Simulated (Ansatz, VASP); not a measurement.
**KBr in VASP and in Ansatz**

```xyz
2
Lattice="0.0000 3.3022 3.3022 3.3022 0.0000 3.3022 3.3022 3.3022 0.0000" Properties=species:S:1:pos:R:3 pbc="T T T"
K     0.0000    0.0000    0.0000
Br    3.3022    3.3022    3.3022
```

Alike in both runs: task single point; functional PBE-based global hybrid; k mesh 4 × 4 × 4; no spin polarisation.

```csv
,VASP,Ansatz
version,VASP 6.6.1,Ansatz 0.2.0
potentials or method,"VASP PAW PBE potentials, release 64 (K_sv, Br)",plane waves
plane-wave cutoff (eV),520,420
occupations,"gaussian, width 0.01 eV",fixed
valence electrons in the cell,16,16
```

```csv
,VASP,Ansatz,Ansatz less VASP
gap on the k mesh at the Fermi level (eV),4.80,4.80,-0.002
pressure (GPa),0.7,0.6,-0.03
```

VASP's potentials were made for PBE, not for PBE-based global hybrid. Ansatz's warnings: stress exchange threshold loose, stress scf threshold loose.
